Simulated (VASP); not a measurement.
# MgO (Fm-3m) in VASP: notebook

MgO is run at these levels: BLYP, r2SCAN, PBEsol; tasks: single point.

All numbers are computed with VASP 6.6.1; they aren't measurements. Logs are shortened: lines on timing, memory, paths and dates and some standing lists are left out, and cuts for length are marked.

### 1 The cell of the first run

It takes space group Fm-3m (No. 225, cubic). The conventional cell has a = 4.194 Å, b = 4.194 Å, c = 4.194 Å, α = 90.00°, β = 90.00°, γ = 90.00°. Within 2.8 Å of Mg (site symmetry m-3m) lie 6 O at 2.10 Å. O (site symmetry m-3m) has 6 Mg at 2.10 Å within 2.8 Å.

### 2 Single point, BLYP

File INCAR:

```
SYSTEM = MgO
  AGGAC = 1.0
  AGGAX = 1.0
  ALDAC = 0.0
  ALDAX = 1.0
  ALGO = Normal
  EDIFF = 1E-6
  ENCUT = 520
  GGA = B5
  ISIF = 2
  ISMEAR = -1
  LASPH = .TRUE.
  LCHARG = .TRUE.
  LELF = .TRUE.
  LREAL = .FALSE.
  LVHAR = .TRUE.
  LWAVE = .FALSE.
  NBANDS = 11
  NELM = 100
  PREC = Accurate
  SIGMA = 0.05
```

File KPOINTS:

```
k-points
0
G
  6 6 6
  0 0 0
```

File POSCAR:

```
MgO
1.0
    0.0000000000      2.0970013927      2.0970013927
    2.0970013927      0.0000000000      2.0970013927
    2.0970013927      2.0970013927      0.0000000000
Mg O
1 1
Direct
    0.0000000000      0.0000000000      0.0000000000
    0.5000000000      0.5000000000      0.5000000000
```

Potentials or basis: VASP PAW PBE potentials, release 64 (Mg, O).

Command:

```
$ cat potpaw_PBE.64/Mg/POTCAR potpaw_PBE.64/O/POTCAR > POTCAR
$ mpirun -np 1 vasp_std > vasp.out
```

OUTCAR:

```text
SYSTEM = MgO
   EDIFF = 1E-6
   ENCUT = 520
   GGA = B5
   ISIF = 2
   ISMEAR = -1
   LASPH = .TRUE.
   LREAL = .FALSE.
   NELM = 100
   PREC = Accurate

 ion  position               nearest neighbor table
   1  0.000  0.000  0.000-   2 2.10   2 2.10   2 2.10   2 2.10   2 2.10   2 2.10
   2  0.500  0.500  0.500-   1 2.10   1 2.10   1 2.10   1 2.10   1 2.10   1 2.10

  LATTYP: Found a face centered cubic cell.
 ALAT       =     4.1940027854

  Lattice vectors:

 A1 = (   0.0000000000,   2.0970013927,   2.0970013927)
 A2 = (   2.0970013927,   0.0000000000,   2.0970013927)
 A3 = (   2.0970013927,   2.0970013927,   0.0000000000)

Analysis of symmetry for initial positions (statically):
=====================================================================
 Subroutine PRICEL returns:
 Original cell was already a primitive cell.

 Routine SETGRP: Setting up the symmetry group for a
 face centered cubic supercell.

 Subroutine GETGRP returns: Found 48 space group operations
 (whereof 48 operations were pure point group operations)
 out of a pool of 48 trial point group operations.

The static configuration has the point symmetry O_h .

Analysis of symmetry for dynamics (positions and initial velocities):
=====================================================================
 Subroutine PRICEL returns:
 Original cell was already a primitive cell.

 Routine SETGRP: Setting up the symmetry group for a
 face centered cubic supercell.

 Subroutine GETGRP returns: Found 48 space group operations
 (whereof 48 operations were pure point group operations)
 out of a pool of 48 trial point group operations.

The dynamic configuration has the point symmetry O_h .

 Subroutine INISYM returns: Found 48 space group operations
 (whereof 48 operations are pure point group operations),
 and found     1 'primitive' translations

----------------------------------------------------------------------------------------

                                     Primitive cell

  volume of cell :      18.4428

  direct lattice vectors                    reciprocal lattice vectors
     0.000000000  2.097001393  2.097001393    -0.238435702  0.238435702  0.238435702
     2.097001393  0.000000000  2.097001393     0.238435702 -0.238435702  0.238435702
     2.097001393  2.097001393  0.000000000     0.238435702  0.238435702 -0.238435702

  length of vectors
     2.965607810  2.965607810  2.965607810     0.412982751  0.412982751  0.412982751

  position of ions in fractional coordinates (direct lattice)
     0.000000000  0.000000000  0.000000000
     0.500000000  0.500000000  0.500000000

  ion indices of the primitive-cell ions
   primitive index   ion index
                 1           1
                 2           2

----------------------------------------------------------------------------------------

 KPOINTS: k-points

Automatic generation of k-mesh.
 Grid dimensions read from file:
 generate k-points for:    6    6    6

 Generating k-lattice:

  Cartesian coordinates                     Fractional coordinates (reciprocal lattice)
    -0.039739284  0.039739284  0.039739284     0.166666667  0.000000000  0.000000000
     0.039739284 -0.039739284  0.039739284     0.000000000  0.166666667  0.000000000
     0.039739284  0.039739284 -0.039739284     0.000000000  0.000000000  0.166666667

  Length of vectors
     0.068830458  0.068830458  0.068830458

  Shift w.r.t. Gamma in fractional coordinates (k-lattice)
     0.000000000  0.000000000  0.000000000

 Subroutine IBZKPT returns following result:
 ===========================================

 Found     16 irreducible k-points:

 Following reciprocal coordinates:
            Coordinates               Weight
  0.000000  0.000000  0.000000      1.000000
  0.166667  0.000000  0.000000      8.000000
  0.333333  0.000000  0.000000      8.000000
  0.500000  0.000000  0.000000      4.000000
  0.166667  0.166667  0.000000      6.000000
  0.333333  0.166667  0.000000     24.000000
[... 8 lines left out ...]
 -0.333333  0.333333  0.166667     24.000000
 -0.333333  0.500000  0.166667     12.000000
   k-points           NKPTS =     16   k-points in BZ     NKDIM =     16   number of bands    NBANDS=     11
   number of dos      NEDOS =    301   number of ions     NIONS =      2
   total plane-waves  NPLWV =  13824
   dimension x,y,z NGX =    24 NGY =   24 NGZ =   24
   dimension x,y,z NGXF=    48 NGYF=   48 NGZF=   48
   ions per type =               1   1
   NGX,Y,Z   is equivalent  to a cutoff of  13.45, 13.45, 13.45 a.u.
   NGXF,Y,Z  is equivalent  to a cutoff of  26.91, 26.91, 26.91 a.u.
 SYSTEM =  MgO
   PREC   = accura    normal or accurate (medium, high low for compatibility)
   ISTART =      0    job   : 0-new  1-cont  2-samecut
   ICHARG =      2    charge: 1-file 2-atom 10-const
   ISPIN  =      1    spin polarized calculation?
   LNONCOLLINEAR =      F non collinear calculations
   LSORBIT =      F    spin-orbit coupling
   LASPH  =      T    aspherical Exc in radial PAW
   ENCUT  =  520.0 eV  38.22 Ry    6.18 a.u.   5.51  5.51  5.51*2*pi/ulx,y,z
   NELM   =    100;   NELMIN=  2; NELMDL= -5     # of ELM steps
   EDIFF  = 0.1E-05   stopping-criterion for ELM
   LREAL  =      F    real-space projection
   EDIFFG = 0.1E-04   stopping-criterion for IOM
   NSW    =      0    number of steps for IOM
   IBRION =     -1    ionic relax: 0-MD 1-quasi-New 2-CG
   NFREE  =      0    steps in history (QN), initial steepest desc. (CG)
   ISIF   =      2    stress and relaxation
   ISYM   =      2    0-nonsym 1-usesym 2-fastsym
   POTIM  = 0.5000    time-step for ionic-motion
   TEBEG  =    0.0;   TEEND  =   0.0 temperature during run
   PSTRESS=    0.0 pullay stress
   NELECT =       8.0000    total number of electrons
   NUPDOWN=      -1.0000    fix difference up-down
   EMIN   =  10.00;   EMAX   =-10.00  energy-range for DOS
   EFERMI =   0.00;   METHOD = LEGACY
   ISMEAR =    -1;   SIGMA  =   0.05  broadening in eV -4-tet -1-fermi 0-gaus
   EFERMI_NEDOS =   21; number of points for ismear=-14 and -15
   IALGO  =     38    algorithm
   IMIX   =      4    mixing-type and parameters
     AMIX     =   0.40;   BMIX     =  1.00
     AMIX_MAG =   1.60;   BMIX_MAG =  1.00
  volume/ion in A,a.u.               =       9.22        62.23
  Fermi-wavevector in a.u.,A,eV,Ry     =   1.239261  2.341864 20.895389  1.535768
  Thomas-Fermi vector in A             =   2.373752
   LORBIT       =      0    0 simple, 1 ext, 2 COOP (PROOUT), +10 PAW based schemes
   GGA     = B5    functional components
   LHFCALC =     F    Hartree Fock is set to
   AEXX    =    0.0000 exact exchange contribution
   IVDW    =     0    specifies the selected vdW correction
   LEPSILON=     F    determine dielectric tensor
   LRPA    =     F    only Hartree local field effects (RPA)
 non-spin polarized calculation
  energy-cutoff  :      520.00
  volume of cell :       18.44
 maximum number of plane-waves:       531
 NGX is ok and might be reduce to    24
   NGX = 11   NGY = 11   NGZ = 11

 number of electron       8.0000004 magnetization

 Free energy of the ion-electron system (eV)
  ---------------------------------------------------
  ext. energy  EPLUGINS =         0.00000000
  ---------------------------------------------------
  free energy    TOTEN  =       -11.32333634 eV

  energy without entropy =      -11.32333634  energy(sigma->0) =      -11.32333634

 E-fermi :   4.6091     XC(G=0): -10.6494

 val. band max:        3.6030038599   @ k =   0.0000   0.0000   0.0000
 cond. band min:       8.7459130722   @ k =   0.0000   0.0000   0.0000
 fundamental gap:      5.1429092124
 Fermi energy:         4.6091428541

 k-point     1 :       0.0000    0.0000    0.0000
  band No.  band energies     occupation
      1     -13.6055      2.00000
      2       3.6030      2.00000
      3       3.6030      2.00000
      4       3.6030      2.00000
      5       8.7459      0.00000
      6      19.6604      0.00000
      7      19.6604      0.00000
      8      19.6604      0.00000
      9      24.1072      0.00000
     10      25.2481      0.00000
     11      25.2481      0.00000

 k-point     2 :       0.1667    0.0000    0.0000
  band No.  band energies     occupation
      1     -13.3184      2.00000
      2       2.1357      2.00000
      3       3.4273      2.00000
      4       3.4273      2.00000
      5      10.1280      0.00000
      6      17.4543      0.00000
      7      20.2368      0.00000
      8      20.2368      0.00000
      9      24.0066      0.00000
     10      24.0066      0.00000
     11      26.3759      0.00000

 k-point     3 :       0.3333    0.0000    0.0000
  band No.  band energies     occupation
      1     -12.6722      2.00000
      2      -0.0199      2.00000
      3       3.0987      2.00000
      4       3.0987      2.00000
      5      11.6683      0.00000
      6      16.2902      0.00000
      7      20.4238      0.00000
      8      20.4238      0.00000
      9      24.7701      0.00000
     10      24.7701      0.00000
     11      25.4039      0.00000

 k-point     4 :       0.5000    0.0000    0.0000
  band No.  band energies     occupation
      1     -12.3006      2.00000
      2      -0.9727      2.00000
      3       2.9441      2.00000
      4       2.9441      2.00000
      5      11.9261      0.00000
      6      16.5433      0.00000
      7      20.1511      0.00000
      8      20.1511      0.00000
      9      24.8677      0.00000
     10      26.4204      0.00000
     11      26.4204      0.00000

 k-point     5 :       0.1667    0.1667    0.0000
  band No.  band energies     occupation
      1     -13.2303      2.00000
      2       2.0636      2.00000
      3       3.2166      2.00000
      4       3.2166      2.00000
      5      10.5943      0.00000
      6      16.7057      0.00000
      7      20.5417      0.00000
      8      20.5417      0.00000
      9      21.4861      0.00000
     10      26.0965      0.00000
     11      28.9519      0.00000
[... 99 lines left out ...]
 k-point    13 :       0.5000    0.5000    0.0000
  band No.  band energies     occupation
      1     -12.0417      2.00000
      2      -0.4280      2.00000
      3       2.2583      2.00000
      4       2.2583      2.00000
      5      13.1246      0.00000
      6      13.7883      0.00000
      7      17.0998      0.00000
      8      22.8794      0.00000
      9      22.8794      0.00000
     10      29.1149      0.00000
     11      30.5253      0.00000

 k-point    14 :       0.5000    0.3333    0.1667
  band No.  band energies     occupation
      1     -12.2963      2.00000
      2       0.1104      2.00000
      3       1.7745      2.00000
      4       2.5868      2.00000
      5      13.9516      0.00000
      6      15.0755      0.00000
      7      17.4030      0.00000
      8      21.0711      0.00000
      9      23.3592      0.00000
     10      26.7752      0.00000
     11      31.8143      0.00000

 k-point    15 :      -0.3333    0.3333    0.1667
  band No.  band energies     occupation
      1     -12.0692      2.00000
      2       0.0549      2.00000
      3       1.1694      2.00000
      4       2.3381      2.00000
      5      14.5650      0.00000
      6      15.9212      0.00000
      7      16.5567      0.00000
      8      20.3899      0.00000
      9      24.6890      0.00000
     10      25.9215      0.00000
     11      31.4861      0.00000

 k-point    16 :      -0.3333    0.5000    0.1667
  band No.  band energies     occupation
      1     -12.0010      2.00000
      2       0.0917      2.00000
      3       1.3881      2.00000
      4       1.9378      2.00000
      5      14.5477      0.00000
      6      15.2229      0.00000
      7      16.4768      0.00000
      8      20.3912      0.00000
      9      24.0892      0.00000
     10      28.5744      0.00000
     11      29.9462      0.00000

------------------------ aborting loop because EDIFF is reached ----------------------------------------

  FORCE on cell =-STRESS in cart. coord.  units (eV):
  Direction    XX          YY          ZZ          XY          YZ          ZX
  --------------------------------------------------------------------------------------
  -------------------------------------------------------------------------------------
  Total        1.0039766      1.0039766      1.0039766      0.0000000      0.0000000     -0.0000000
  in kB       87.2183778     87.2183778     87.2183778      0.0000000      0.0000000     -0.0000000
  external PRESSURE =      87.2183778 kB  Pullay stress =       0.0000000 kB

 VOLUME and BASIS-vectors are now :
 -----------------------------------------------------------------------------
  energy-cutoff  :      520.00
  volume of cell :       18.44
      direct lattice vectors                 reciprocal lattice vectors
     0.000000000  2.097001393  2.097001393    -0.238435702  0.238435702  0.238435702
     2.097001393  0.000000000  2.097001393     0.238435702 -0.238435702  0.238435702
     2.097001393  2.097001393  0.000000000     0.238435702  0.238435702 -0.238435702

 POSITION                                       TOTAL-FORCE (eV/Angst)
 -----------------------------------------------------------------------------------
      0.00000      0.00000      0.00000         0.000000      0.000000      0.000000
      2.09700      2.09700      2.09700         0.000000      0.000000     -0.000000
 -----------------------------------------------------------------------------------
    total drift:                               -0.000000     -0.000000      0.000000

  FREE ENERGIE OF THE ION-ELECTRON SYSTEM (eV)
  ---------------------------------------------------
  free  energy   TOTEN  =       -11.3233363384 eV

  energy  without entropy=      -11.3233363383  energy(sigma->0) =      -11.32333634
```

Run time: 7.3 s. Hardware: 1 thread of Intel Xeon 6975P-C, shared host; peak memory 0.14 GiB.

Results:

* Free energy: -11.3233 eV
* Pressure: 8.7 GPa
* Band gap on the k mesh: 5.14 eV, direct

Caveat: the k points lie up to 0.43 Å⁻¹ apart; the PAW data sets were made with another functional, which shifts forces and pressure a little.

### 3 Single point, r2SCAN

POSCAR is that of step 2.

File INCAR.step1:

```
ALGO = Normal ; EDIFF = 1E-4
ENCUT = 520 ; GGA = PE
ISMEAR = -1 ; LASPH = True
LCHARG = False ; LREAL = False
LWAVE = True ; NBANDS = 11
NELM = 60 ; PREC = Accurate
SIGMA = 0.05
```

File INCAR.step2:

```
ALGO = Normal ; EDIFF = 1E-7
ENCUT = 520 ; ISIF = 2
ISMEAR = -1 ; ISTART = 1
LASPH = True ; LCHARG = False
LMIXTAU = True ; LREAL = False
LWAVE = False ; METAGGA = R2SCAN
NBANDS = 11 ; NELM = 60
PREC = Accurate ; SIGMA = 0.05
```

File KPOINTS:

```
k-points
0
Gamma
  6 6 6
```

Potentials or basis: VASP PAW PBE potentials, release 64 (Mg, O).

Command:

```
$ cat potpaw_PBE.64/Mg/POTCAR potpaw_PBE.64/O/POTCAR > POTCAR
$ cp INCAR.step1 INCAR
$ mpirun -np 1 vasp_std > vasp.out
$ cp INCAR.step2 INCAR
$ mpirun -np 1 vasp_std > vasp.out
```

It took 12 s on 1 thread of Intel Xeon 6975P-C, shared host; peak memory 0.14 GiB.

The run converged. Its results:

| Quantity | Value |
| --- | --- |
| Free energy | -16.1611 eV |
| Pressure | 0.1 GPa |
| Band gap on the k mesh | 5.74 eV, direct |

Levels at points of the mesh, in eV from the valence-band top:
| k point | band 1 | band 2 | band 3 | band 4 | band 5 | band 6 | band 7 | band 8 | band 9 |
| --- | --- | --- | --- | --- | --- | --- | --- | --- | --- |
| (0.00, 0.00, 0.00) | -18.27 | 0.00 | 0.00 | 0.00 | 5.74 | 16.91 | 16.91 | 16.91 | 21.09 |
| (0.50, 0.00, 0.00) | -16.99 | -4.67 | -0.69 | -0.69 | 8.89 | 13.96 | 17.56 | 17.56 | 22.58 |
| (0.50, 0.50, 0.00) | -16.73 | -4.15 | -1.39 | -1.39 | 10.05 | 11.21 | 14.43 | 20.58 | 20.58 |

Caveat: the k points lie up to 0.43 Å⁻¹ apart; the PAW data sets were made with another functional, which shifts forces and pressure a little.

(Part 1 of 2 ends here.)
